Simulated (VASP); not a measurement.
# TaRu (P4/mmm) in VASP: notebook, part 2 of 2

VASP 6.6.1. Earlier steps stand in the parts before.

**3. Single point, LDA (zz strain of -1 %)**

File INCAR:

```
SYSTEM = TaRu
PREC = Accurate
ENCUT = 520
EDIFF = 1E-7
ISMEAR = -1
SIGMA = 0.05
LREAL = .FALSE.
LASPH = .TRUE.
NELM = 60
ALGO = Normal
ISIF = 2
LWAVE = .FALSE.
LCHARG = .TRUE.
GGA = CA
LELF = .TRUE.
LVHAR = .TRUE.
NBANDS = 20
```

File KPOINTS:

```
regular mesh
0
G
  11 11 10
  0 0 0
```

File POSCAR:

```
TaRu
1.0
    3.0530000000      0.0000000000      0.0000000000
    0.0000000000      3.0530000000      0.0000000000
    0.0000000000      0.0000000000      3.3551100000
Ta Ru
1 1
Direct
    0.5000000000      0.5000000000      0.5000000000
    0.0000000000      0.0000000000      0.0000000000
```

Potentials or basis: VASP PAW LDA potentials, release 64 (Ta_pv, Ru_pv).

Command:

```console
cat potpaw_LDA.64/Ta_pv/POTCAR potpaw_LDA.64/Ru_pv/POTCAR > POTCAR
mpirun -np 1 vasp_std > vasp.out
```

It took 78 s on 1 thread of Intel Xeon Platinum 8259CL at 2.50GHz (Skylake/Cascade Lake), shared host; peak memory 0.19 GiB.

It converged, with:

```yaml
Free_energy: -24.0499 eV
Pressure: -7.1 GPa
```

Stress tensor (GPa, compression positive):
```
-7.80  0.00  0.00
 0.00 -7.80  0.00
 0.00  0.00 -5.83
```

Levels at points of the mesh, in eV from the Fermi level:
| k point | band 8 | band 9 | band 10 | band 11 | band 12 | band 13 | band 14 | band 15 | band 16 | band 17 |
| --- | --- | --- | --- | --- | --- | --- | --- | --- | --- | --- |
| (0.00, 0.00, 0.00) | -5.95 | -5.76 | -2.42 | -2.42 | -1.62 | 0.47 | 1.73 | 4.32 | 4.44 | 4.44 |
| (0.00, 0.00, 0.50) | -4.81 | -3.97 | -2.58 | -1.88 | -1.88 | -0.89 | 0.14 | 0.69 | 0.69 | 2.95 |

Caveat: the cell differs from its parent crystal (zz strain of -1 %); spin-orbit coupling is left out, which moves the levels of the heavy elements.

**4. Single point, LDA (zz strain of +1 %)**

File INCAR:

```
PREC = Accurate
ENCUT = 520
EDIFF = 1E-6
ISMEAR = -1
SIGMA = 0.05
LREAL = False
LASPH = True
NELM = 80
ALGO = Normal
ISIF = 2
LWAVE = False
LCHARG = False
NBANDS = 20
```

File KPOINTS:

```
Automatic mesh
0
Gamma
  11 11 10
```

Edit POSCAR of step 3 so:

```diff
@@ -4,3 +4,3 @@
     0.0000000000      3.0530000000      0.0000000000
-    0.0000000000      0.0000000000      3.3551100000
+    0.0000000000      0.0000000000      3.4228900000
 Ta Ru
```

Command:

```console
cat potpaw_LDA.64/Ta_pv/POTCAR potpaw_LDA.64/Ru_pv/POTCAR > POTCAR
mpirun -np 1 vasp_std > vasp.out
```

It took 66 s on 1 thread of Intel Xeon Platinum 8259CL at 2.50GHz (Skylake/Cascade Lake), shared host; peak memory 0.19 GiB.

It converged, with:

```
Free energy : -24.0156 eV
Pressure    : -11.9 GPa
```

Stress tensor (GPa, compression positive):
```
-12.02   0.00   0.00
  0.00 -12.02   0.00
  0.00   0.00 -11.71
```

Levels at points of the mesh, in eV from the Fermi level:
| k point | band 8 | band 9 | band 10 | band 11 | band 12 | band 13 | band 14 | band 15 | band 16 | band 17 |
| --- | --- | --- | --- | --- | --- | --- | --- | --- | --- | --- |
| (0.00, 0.00, 0.00) | -5.73 | -5.50 | -2.29 | -2.29 | -1.37 | 0.38 | 1.81 | 4.27 | 4.41 | 4.41 |
| (0.00, 0.00, 0.50) | -4.73 | -3.80 | -2.48 | -1.70 | -1.70 | -0.72 | 0.01 | 0.86 | 0.86 | 2.87 |

Caveat: the cell differs from its parent crystal (zz strain of +1 %); spin-orbit coupling is left out, which moves the levels of the heavy elements.

**5. Single point, LDA (zz strain of +2 %)**

File INCAR:

```
PREC = Accurate ; ENCUT = 520
EDIFF = 1E-6 ; ISMEAR = -1
SIGMA = 0.05 ; LREAL = False
LASPH = True ; NELM = 80
ALGO = Normal ; ISIF = 2
LWAVE = False ; LCHARG = False
NBANDS = 20
```

File KPOINTS:

```
regular mesh
0
Gamma
  11 11 10
```

Edit POSCAR of step 4 so:

```diff
@@ -4,3 +4,3 @@
     0.0000000000      3.0530000000      0.0000000000
-    0.0000000000      0.0000000000      3.4228900000
+    0.0000000000      0.0000000000      3.4567800000
 Ta Ru
```

Potentials or basis: VASP PAW LDA potentials, release 64 (Ta_pv, Ru_pv).

Command:

```console
cat potpaw_LDA.64/Ta_pv/POTCAR potpaw_LDA.64/Ru_pv/POTCAR > POTCAR
mpirun -np 1 vasp_std > vasp.out
```

OUTCAR:

```text
PREC = Accurate
   ENCUT = 520
   EDIFF = 1E-6
   ISMEAR = -1
   LREAL = False
   LASPH = True
   NELM = 80
   ISIF = 2

 ion  position               nearest neighbor table
   1  0.500  0.500  0.500-   2 2.77   2 2.77   2 2.77   2 2.77   2 2.77   2 2.77   2 2.77   2 2.77

   2  0.000  0.000  0.000-   1 2.77   1 2.77   1 2.77   1 2.77   1 2.77   1 2.77   1 2.77   1 2.77

  LATTYP: Found a simple tetragonal cell.
 ALAT       =     3.0530000000
 C/A-ratio  =     1.1322567966

  Lattice vectors:

 A1 = (   3.0530000000,   0.0000000000,   0.0000000000)
 A2 = (   0.0000000000,   3.0530000000,   0.0000000000)
 A3 = (   0.0000000000,   0.0000000000,   3.4567800000)

Analysis of symmetry for initial positions (statically):
=====================================================================
 Subroutine PRICEL returns:
 Original cell was already a primitive cell.

 Routine SETGRP: Setting up the symmetry group for a
 simple tetragonal supercell.

 Subroutine GETGRP returns: Found 16 space group operations
[... 160 lines left out ...]
  ---------------------------------------------------
  free energy    TOTEN  =       -23.98985598 eV

  energy without entropy =      -23.97159120  energy(sigma->0) =      -23.98072359

 E-fermi :   8.8898     XC(G=0): -13.3765

 val. band max:        8.8607529239   @ k =   0.4545   0.0909   0.2000
 cond. band min:       8.8918762969   @ k =   0.4545   0.4545   0.4000
 fundamental gap:      0.0311233730
 Fermi energy:         8.8898064286

 k-point     1 :       0.0000    0.0000    0.0000
  band No.  band energies     occupation
      1     -33.7410      2.00000
      2     -33.6895      2.00000
      3     -33.6895      2.00000
      4     -25.7712      2.00000
      5     -25.6155      2.00000
      6     -25.6155      2.00000
[... 541 lines left out ...]
     19      17.7998      0.00000
     20      19.1937      0.00000

 [... further k-points ...]

------------------------ aborting loop because EDIFF is reached ----------------------------------------

  FORCE on cell =-STRESS in cart. coord.  units (eV):
  Direction    XX          YY          ZZ          XY          YZ          ZX
  --------------------------------------------------------------------------------------
  -------------------------------------------------------------------------------------
  Total       -2.7937189     -2.7937189     -2.9443972      0.0000000      0.0000000      0.0000000
  in kB     -138.9210139   -138.9210139   -146.4136688      0.0000000      0.0000000      0.0000000
  external PRESSURE =    -141.4185655 kB  Pullay stress =       0.0000000 kB

 VOLUME and BASIS-vectors are now :
 -----------------------------------------------------------------------------
  energy-cutoff  :      520.00
  volume of cell :       32.22
      direct lattice vectors                 reciprocal lattice vectors
     3.053000000  0.000000000  0.000000000     0.327546675  0.000000000  0.000000000
     0.000000000  3.053000000  0.000000000     0.000000000  0.327546675  0.000000000
     0.000000000  0.000000000  3.456780000     0.000000000  0.000000000  0.289286561

 POSITION                                       TOTAL-FORCE (eV/Angst)
 -----------------------------------------------------------------------------------
      1.52650      1.52650      1.72839         0.000000      0.000000      0.000000
      0.00000      0.00000      0.00000         0.000000      0.000000      0.000000
 -----------------------------------------------------------------------------------
    total drift:                                0.000000      0.000000     -0.000000

  FREE ENERGIE OF THE ION-ELECTRON SYSTEM (eV)
  ---------------------------------------------------
  free  energy   TOTEN  =       -23.9898559826 eV

  energy  without entropy=      -23.9715911993  energy(sigma->0) =      -23.98072359
```

stdout:

```text
POSCAR found type information on POSCAR TaRu
 POSCAR found :  2 types and       2 ions
 scaLAPACK will be used
 LDA part: xc-table for (Slater(with rela. corr.)+CA(PZ))
 , standard interpolation
 POSCAR, INCAR and KPOINTS ok, starting setup
 FFT: planning ... GRIDC
 FFT: planning ... GRID_SOFT
 FFT: planning ... GRID
 WAVECAR not read
 entering main loop
```

Wall time 74 s (1 thread of Intel Xeon Platinum 8259CL at 2.50GHz (Skylake/Cascade Lake), shared host); peak memory 0.19 GiB.

What came out:

```yaml
Free_energy: -23.9899 eV
Pressure: -14.1 GPa
```

Stress tensor (GPa, compression positive):
```
-13.89   0.00   0.00
  0.00 -13.89   0.00
  0.00   0.00 -14.64
```

Levels at points of the mesh, in eV from the Fermi level:
| k point | band 9 | band 10 | band 11 | band 12 | band 13 | band 14 | band 15 | band 16 |
| --- | --- | --- | --- | --- | --- | --- | --- | --- |
| (0.00, 0.00, 0.00) | -5.37 | -2.23 | -2.23 | -1.25 | 0.34 | 1.84 | 4.26 | 4.39 |
| (0.00, 0.00, 0.50) | -3.72 | -2.43 | -1.61 | -1.61 | -0.64 | -0.05 | 0.94 | 0.94 |

Caveat: the cell differs from its parent crystal (zz strain of +2 %); spin-orbit coupling is left out, which moves the levels of the heavy elements.

**6. Overview**

```csv
cell,gap on the mesh (eV),pressure (GPa)
"a = 3.053, b = 3.053, c = 3.321 Å, 2 atoms",none,-4.6
"a = 3.053, b = 3.053, c = 3.355 Å, 2 atoms",none,-7.1
"a = 3.053, b = 3.053, c = 3.423 Å, 2 atoms",none,-11.9
"a = 3.053, b = 3.053, c = 3.457 Å, 2 atoms",none,-14.1
```

Alike in all rows: task single point; level LDA; potentials or basis VASP PAW LDA potentials, release 64 (Ta_pv, Ru_pv); no spin polarisation; k mesh 11 × 11 × 10; cutoff (eV) 520; smearing fermi-dirac 0.05 eV.

Caveats: spin-orbit coupling is left out, which moves the levels of the heavy elements.

Absolute energies hang on the potentials; compare differences alone.
